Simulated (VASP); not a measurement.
Wanted: the native input for a VASP 6.6.1 run.

| Item | Value |
| --- | --- |
| Task | relaxation of cell and atoms |
| Functional | LDA |
| Potentials or basis | VASP PAW LDA potentials, release 64 (Hf_pv) |
| Cutoff | 600 eV |
| k mesh | 7 × 7 × 4 |
| Occupations | gaussian, width 0.1 eV |
| Spin | no spin polarisation |
| Dipole correction | no |
| Further INCAR settings | ALGO = Normal; EDIFF = 1e-06; IBRION = 2; EDIFFG = -0.02; NSW = 80; ISIF = 3 |

The structure of Hf lies in POSCAR:

```
Hf
1.0
    3.1967000000      0.0000000000      0.0000000000
   -1.5983500000      2.7684234083      0.0000000000
    0.0000000000      0.0000000000      5.0578000000
Hf
2
Direct
    0.3333333333      0.6666666667      0.2500000000
    0.6666666667      0.3333333333      0.7500000000
```

One way to write it, as run:

INCAR

```
SYSTEM = Hf
  ALGO = Normal
  EDIFF = 1E-6
  EDIFFG = -0.02
  ENCUT = 600
  GGA = CA
  IBRION = 2
  ISIF = 3
  ISMEAR = 0
  LASPH = .TRUE.
  LCHARG = .FALSE.
  LREAL = .FALSE.
  LWAVE = .FALSE.
  NELM = 100
  NSW = 80
  PREC = Accurate
  SIGMA = 0.1
```

KPOINTS

```
k-points
0
G
  7 7 4
  0 0 0
```

Potentials or basis: VASP PAW LDA potentials, release 64 (Hf_pv).

Run with:

```console
$ cat potpaw_LDA.64/Hf_pv/POTCAR > POTCAR
$ mpirun -np 1 vasp_std > vasp.out
```

Results of the run:

```yaml
Relaxed_volume: 20.89 Å³/atom
Relaxed_cell: a = 3.121 Å, b = 3.121 Å, c = 4.953 Å, α = 90.00°, β = 90.00°, γ = 120.00°
Space_group_after_relaxing_to_0.05_Å: P6_3/mmc (No. 194)
Energy_gained_by_relaxing: 35.9 meV/atom
Ionic_steps: 4
Pressure_after_relaxing: 0.0 GPa
Band_gap_on_the_k_mesh: zero (band 10 reaches 6.41 eV, above the bottom of band 11 at 5.18 eV)
```

Caveat: spin-orbit coupling is left out, which moves the levels of the heavy elements.

Wall time 29 s on 1 thread of Intel(R) Xeon(R) Platinum 8488C (Sapphire Rapids), on a shared host, peak memory 0.17 GiB.
